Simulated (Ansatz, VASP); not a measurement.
## SnO2: VASP beside Ansatz

Contents of POSCAR:

```
SnO2
1.0
    0.0000000000      2.5334669704      2.5334669704
    2.5334669704      0.0000000000      2.5334669704
    2.5334669704      2.5334669704      0.0000000000
Sn O
1 2
Direct
    0.0000000000      0.0000000000      0.0000000000
    0.2500000000      0.2500000000      0.2500000000
    0.7500000000      0.7500000000      0.7500000000
```

Contents of INCAR.step1:

```
ALGO = Normal ; EDIFF = 1E-5
ENCUT = 520 ; GGA = PE
ISIF = 2 ; ISMEAR = 0
LASPH = T ; LCHARG = F
LREAL = F ; LWAVE = T
NBANDS = 20 ; NELM = 100
PREC = Accurate ; SIGMA = 0.01
```

Contents of INCAR.step2:

```
ALGO = Normal ; EDIFF = 1E-6
ENCUT = 520 ; GGA = PE
HFSCREEN = 0.2079 ; ISIF = 2
ISMEAR = 0 ; ISTART = 1
LASPH = T ; LCHARG = F
LHFCALC = T ; LREAL = F
LWAVE = F ; NBANDS = 20
NELM = 100 ; PREC = Accurate
PRECFOCK = Normal ; SIGMA = 0.01
```

File KPOINTS:

```
k-points
0
Gamma
  4 4 4
```

Input for Ansatz:

```yaml
crystal:
  lattice:
    - [0.0, 2.5334669704, 2.5334669704]
    - [2.5334669704, 0.0, 2.5334669704]
    - [2.5334669704, 2.5334669704, 0.0]
  atoms:
    - { symbol: Sn, position: [0.0, 0.0, 0.0] }
    - { symbol: O, position: [0.25, 0.25, 0.25] }
    - { symbol: O, position: [0.75, 0.75, 0.75] }
kpoints:
  mp_grid: { grid: [4, 4, 4] }
hamiltonian:
  xc: hse06
scf:
  occupations: { method: fixed }
  n_extra_bands: 4
output:
  forces: true
  stress: true
  eigenvalues: true
```

Alike in both runs: task single point; functional HSE06; k mesh 4 × 4 × 4; no spin polarisation.

|  | VASP | Ansatz |
| --- | --- | --- |
| version | VASP 6.6.1 | Ansatz 0.2.0 |
| potentials or method | VASP PAW PBE potentials, release 64 (Sn_d, O) | plane waves, PAW |
| plane-wave cutoff (eV) | 520 | 420 |
| occupations | gaussian, width 0.01 eV | fixed |
| valence electrons in the cell | 26 | 26 |

|  | VASP | Ansatz | Ansatz less VASP |
| --- | --- | --- | --- |
| gap on the k mesh at the Fermi level (eV) | 1.68 | 1.70 | +0.012 |
| pressure (GPa) | -2.0 | -2.9 | -0.87 |

Ansatz's warnings: stress exchange threshold loose, stress scf threshold loose.

The k mesh is coarse, so the values compare programs but aren't converged.
